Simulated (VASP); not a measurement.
## K: single point with PBEsol

K:

```
CELL_PARAMETERS angstrom
2.73155 -2.73155 0.00000
2.73155 2.73155 0.00000
0.00000 0.00000 6.36987
ATOMIC_POSITIONS crystal
K 0.50000 0.00000 0.29289
K 0.00000 0.50000 0.70711
K 0.00000 0.50000 0.29289
K 0.50000 0.00000 0.70711
K 0.00000 0.00000 0.00000
```

```json
{"Program": "VASP 6.6.1", "Task": "single point", "Functional": "PBEsol", "Potentials or basis": "VASP PAW PBE potentials, release 64 (K_sv)", "Cutoff": "520 eV", "k mesh": "8 × 8 × 6", "Occupations": "gaussian, width 0.1 eV", "Spin": "no spin polarisation"}
```

```json
{
  "Pressure": "31.1 GPa",
  "Largest force": "0.011 eV/Å",
  "Band gap on the k mesh": "zero (an odd number of electrons rules out a gap without spin polarisation)"
}
```

Forces in eV/Å, atoms in the order of the input:
```
K    0.000  0.000  0.011
K    0.000  0.000 -0.011
K    0.000  0.000  0.011
K    0.000  0.000 -0.011
K    0.000  0.000  0.000
```

Stress tensor (GPa, compression positive):
```
31.04  0.00  0.00
 0.00 31.04  0.00
 0.00  0.00 31.13
```

Levels at points of the mesh, in eV from the Fermi level:
```
           k point  band 19  band 20  band 21  band 22  band 23  band 24  band 25  band 26
(0.00, 0.00, 0.00)   -15.00   -15.00    -2.96    -2.02    -0.12     0.25     0.97     1.06
(0.50, 0.00, 0.00)   -15.50   -14.85    -0.33    -0.20     0.09     0.34     1.54     2.00
(0.50, 0.50, 0.00)   -14.77   -14.62    -2.36    -0.55     1.57     2.02     2.03     2.14
(0.00, 0.00, 0.50)   -14.88   -14.88    -2.17    -1.39    -0.95    -0.54     0.73     0.73
(0.50, 0.00, 0.50)   -15.47   -14.79    -0.02     0.32     0.33     0.63     1.79     1.80
(0.50, 0.50, 0.50)   -14.79   -14.63    -1.40    -0.53    -0.08     1.40     1.40     2.81
```

It took 2.4 min on 1 thread of Intel(R) Xeon(R) 6975P-C (Granite Rapids), on a shared host, peak memory 0.27 GiB.

Caveat: the cell stands under pressure; the PAW data sets were made with another functional, which shifts forces and pressure a little.
